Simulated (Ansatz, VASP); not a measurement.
# Two plane-wave programs on BaTiO3

The input POSCAR:

```
BaTiO3
1.0
    3.9421131900      0.0000000000      0.0000000000
    0.0000000000      3.9421131900      0.0000000000
    0.0000000000      0.0000000000      3.9421131900
Ba Ti O
1 1 3
Direct
    0.0000000000      0.0000000000      0.0000000000
    0.5000000000      0.5000000000      0.5000000000
    0.5000000000      0.5000000000      0.0000000000
    0.0000000000      0.5000000000      0.5000000000
    0.5000000000      0.0000000000      0.5000000000
```

Contents of INCAR.step1:

```
PREC = Accurate
ENCUT = 520
ISMEAR = 0
SIGMA = 0.0105
LREAL = False
LASPH = True
NELM = 80
NBANDS = 28
GGA = PE
ALGO = Normal
EDIFF = 1E-4
LWAVE = True
LCHARG = False
```

Contents of INCAR.step2:

```
PREC = Accurate
ENCUT = 520
EDIFF = 1E-6
ISMEAR = 0
SIGMA = 0.0105
LREAL = False
LASPH = True
NELM = 80
ALGO = Normal
ISIF = 2
LWAVE = False
LCHARG = True
METAGGA = R2SCAN
LMIXTAU = True
LELF = True
LVHAR = True
NBANDS = 28
ISTART = 1
```

KPOINTS

```
Automatic mesh
0
Gamma
  7 7 7
```

Input for Ansatz:

```yaml
crystal:
  lattice:
    - [3.94211319, 0.0, 0.0]
    - [0.0, 3.94211319, 0.0]
    - [0.0, 0.0, 3.94211319]
  atoms:
    - { symbol: Ba, position: [0.0, 0.0, 0.0] }
    - { symbol: Ti, position: [0.5, 0.5, 0.5] }
    - { symbol: O, position: [0.5, 0.5, 0.0] }
    - { symbol: O, position: [0.0, 0.5, 0.5] }
    - { symbol: O, position: [0.5, 0.0, 0.5] }
  symmetry: { tolerance: 0.0003 }
kpoints:
  mp_grid: { grid: [7, 7, 7], shift: [0, 0, 0] }
  band_path:
    path:
      - [0.0, 0.0, 0.0]
      - [0.0, 0.5, 0.0]
      - [0.5, 0.5, 0.0]
      - [0.0, 0.0, 0.0]
      - [0.5, 0.5, 0.5]
      - [0.0, 0.5, 0.0]
      - [0.5, 0.5, 0.5]
      - [0.5, 0.5, 0.0]
    npoints: 8
magnetization:
  spin_polarized: false
scf:
  occupations: { method: gaussian, width: 0.0105 }
  lower_state_search: "off"
  max_iter: 200
hamiltonian:
  pseudopotentials: { kind: paw }
  xc: r2scan
basis:
  ecutwfc: 500
  fft_grid_basis: typed
output:
  forces: true
  stress: true
  eigenvalues: true
  bader: true
  populations: true
  elf: true
  write_potential: true
  volumetric_format: npy
  dos:
    e_range: [-12, 8]
    de: 0.05
    projected: { site_lists: { Ba: [Ba], O: [O], Ti: [Ti] } }
checkpoint:
  read: saved_state
```

Alike in both runs: task single point; functional r2SCAN; k mesh 7 × 7 × 7; occupations gaussian, width 0.0105 eV; no spin polarisation.

|  | VASP | Ansatz |
| --- | --- | --- |
| version | VASP 6.6.1 | Ansatz 0.2.0 |
| potentials or method | VASP PAW PBE potentials, release 64 (Ba_sv, Ti_sv, O), cutoff 520 eV | PAW plane waves |
| valence electrons in the cell | 40 | 40 |

```csv
,VASP,Ansatz,Ansatz less VASP
gap on the k mesh at the Fermi level (eV),2.31,2.33,+0.024
pressure (GPa),10.1,7.7,-2.31
```

VASP's potentials were made for PBE, not for r2SCAN. With one functional, cell and mesh, what is left measures potentials, basis and numerics.

Neither program's run includes spin-orbit coupling.
